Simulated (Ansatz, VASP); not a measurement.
**One calculation of Sb, two programs**

```xyz
2
Lattice="2.2005 1.3006 3.7779 -2.1007 1.2576 3.7349 0.0126 -2.4459 3.7192" Properties=species:S:1:pos:R:3 pbc="T T T"
Sb    0.0262    0.0262    2.6242
Sb    0.0861    0.0861    8.6078
```

Change from the starting cell: equal xy, yz and zx shear strains of +2 %.

Alike in both runs: task single point; functional LDA; k mesh 12 × 12 × 12; occupations fermi-dirac, width 0.03 eV; no spin polarisation.

|  | VASP | Ansatz |
| --- | --- | --- |
| version | VASP 6.6.1 | Ansatz 0.2.0 |
| potentials or method | VASP PAW LDA potentials, release 64 (Sb), cutoff 520 eV | all-electron LAPW, scalar-relativistic |

Ansatz gave:

| Property | Result |
| --- | --- |
| pressure (GPa) | -0.8 |
| traceless stress, the component that is largest in VASP (GPa) | -1.16 |
| rms of the force components (eV/Å) | 0.076 |

Task: Estimate VASP's values.

Result: Pressure (GPa): -0.5; traceless stress, the component that is largest in VASP (GPa): -1.17; rms of the force components (eV/Å): 0.105.

LDA's correlation is that of Perdew and Zunger in VASP and of Perdew and Wang (1992) in Ansatz. Atom by atom the forces differ by 0.039 eV/Å (rms over components). Ansatz ran all-electron here, and VASP with PAW potentials.

Neither program's run includes spin-orbit coupling.
